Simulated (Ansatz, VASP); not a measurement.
# One calculation of In, two programs

Contents of INCAR:

```
ALGO = Fast
EDIFF = 1E-7
ENCUT = 520
GGA = PS
ISIF = 2
ISMEAR = 0
LASPH = T
LCHARG = F
LREAL = F
LWAVE = F
NBANDS = 12
NELM = 80
PREC = Accurate
SIGMA = 0.15
```

Contents of KPOINTS:

```
k-points
0
Gamma
  20 20 20
```

The input POSCAR:

```
In
1.0
   -1.6772237541      1.6772237541      2.3715943883
    1.6772237541     -1.6772237541      2.3715943883
    1.6772237541      1.6772237541     -2.3715943883
In
1
Direct
    0.0000000000      0.0000000000      0.0000000000
```

Input for Ansatz:

```yaml
crystal:
  lattice:
    - [-1.6772237541, 1.6772237541, 2.3715943883]
    - [1.6772237541, -1.6772237541, 2.3715943883]
    - [1.6772237541, 1.6772237541, -2.3715943883]
  atoms:
    - { symbol: In, position: [0.0, 0.0, 0.0] }
basis:
  ecutwfc: 420
kpoints:
  mp_grid: { grid: [20, 20, 20] }
hamiltonian:
  xc: pbesol
scf:
  occupations: { method: gaussian, width: 0.15 }
output:
  forces: true
  stress: true
  eigenvalues: true
```

Alike in both runs: task single point; functional PBEsol; k mesh 20 × 20 × 20; occupations gaussian, width 0.15 eV; no spin polarisation.

|  | VASP | Ansatz |
| --- | --- | --- |
| version | VASP 6.6.1 | Ansatz 0.2.0 |
| potentials or method | VASP PAW PBE potentials, release 64 (In_d), cutoff 520 eV | scalar-relativistic, plane waves, PAW |
| valence electrons in the cell | 13 | 13 |

|  | VASP | Ansatz | Ansatz less VASP |
| --- | --- | --- | --- |
| gap on the k mesh at the Fermi level (eV) | none | none | - |
| pressure (GPa) | -1.8 | -1.8 | +0.02 |

VASP's potentials were made for PBE, not for PBEsol. A gap of «none» marks a metal or a gap that the smearing closes. With one functional, cell and mesh, what is left measures potentials, basis and numerics.
